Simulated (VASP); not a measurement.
# Y: relaxation of cell and atoms with PBEsol

Crystal: Y.

```
Y
1.0
     4.96406    0.00000    0.00000
     0.00000    4.96406    0.00000
     0.00000    0.00000    4.96406
Y
4
Direct
  0.00000 0.00000 0.00000
  0.00000 0.50000 0.50000
  0.50000 0.00000 0.50000
  0.50000 0.50000 0.00000
```

This isn't the form of Y at room conditions, which is hcp.

```yaml
Program: VASP 6.6.1
Task: relaxation of cell and atoms
Functional: PBEsol
Potentials_or_basis: VASP PAW PBE potentials, release 64 (Y_sv)
Cutoff: 600 eV
k_mesh: 5 × 5 × 5
Occupations: methfessel-paxton, width 0.1 eV
Spin: no spin polarisation
Dipole_correction: no
Further_INCAR_settings: ALGO = Normal; EDIFF = 1e-06; IBRION = 2; EDIFFG = -0.02; NSW = 60; ISIF = 3
```

* Relaxed volume: 30.46 Å³/atom
* Relaxed cell: a = 4.957 Å, b = 4.957 Å, c = 4.957 Å, α = 90.00°, β = 90.00°, γ = 90.00°
* Space group after relaxing (to 0.1 Å): Fm-3m (No. 225)
* Energy gained by relaxing: 0.0 meV/atom
* Ionic steps: 2
* Pressure after relaxing: 0.0 GPa
* Band gap on the k mesh: zero (bands 22 and 23 overlap by 1.51 eV)

Step by step:
| step | energy change (eV) | largest force (eV/Å) | pressure (GPa) | volume (Å³) |
| --- | --- | --- | --- | --- |
| 1 | 0.0000 | 0.0000 | -0.15 | 122.32 |
| 2 | -0.0002 | 0.0000 | 0.03 | 121.83 |

Final structure:
```
Y
1.0
     4.95735    0.00000    0.00000
     0.00000    4.95735    0.00000
     0.00000    0.00000    4.95735
Y
4
Direct
  0.00000 0.00000 0.00000
  0.00000 0.50000 0.50000
  0.50000 0.00000 0.50000
  0.50000 0.50000 0.00000
```

Levels at points of the mesh, in eV from the Fermi level:
```tsv
k point	band 19	band 20	band 21	band 22	band 23	band 24	band 25	band 26
(0.00, 0.00, 0.00)	-1.89	-1.89	-0.98	-0.98	-0.98	1.88	1.88	1.88
```

Wall time 53 s on 1 thread of Oxide Virtual Turin-like Processor (shared host), peak memory 0.22 GiB.

Caveat: the PAW data sets were made with another functional, which shifts forces and pressure a little.
